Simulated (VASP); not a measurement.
A run of VASP 6.6.1:

File INCAR:

```
PREC = Accurate
ENCUT = 520
EDIFF = 1E-6
ISMEAR = 0
SIGMA = 0.1
LREAL = F
LASPH = T
NELM = 100
ALGO = Normal
ISIF = 2
LWAVE = F
LCHARG = F
GGA = PE
NBANDS = 24
```

Contents of KPOINTS:

```
Automatic mesh
0
Gamma
  4 4 4
```

POSCAR

```
BSe2
1.0
    0.0000000000      4.0131418727      4.0131418727
    4.0131418727      0.0000000000      4.0131418727
    4.0131418727      4.0131418727      0.0000000000
B Se
2 4
Direct
    0.0000000000      0.0000000000      0.0000000000
    0.2500000000      0.2500000000      0.2500000000
    0.6250000000      0.6250000000      0.6250000000
    0.1250000000      0.6250000000      0.6250000000
    0.6250000000      0.6250000000      0.1250000000
    0.6250000000      0.1250000000      0.6250000000
```

Potentials or basis: VASP PAW PBE potentials, release 64 (B, Se).

The run is started by

```sh
$ cat potpaw_PBE.64/B/POTCAR potpaw_PBE.64/Se/POTCAR > POTCAR
$ mpirun -np 1 vasp_std > vasp.out
```

Hardware: 1 thread of AMD EPYC 7R13 (shared host).

Estimate the wall time of this run.

Wall time 67 s on 1 thread of AMD EPYC 7R13 (shared host), peak memory 0.21 GiB. Counts: scf iterations 12, k points 8.
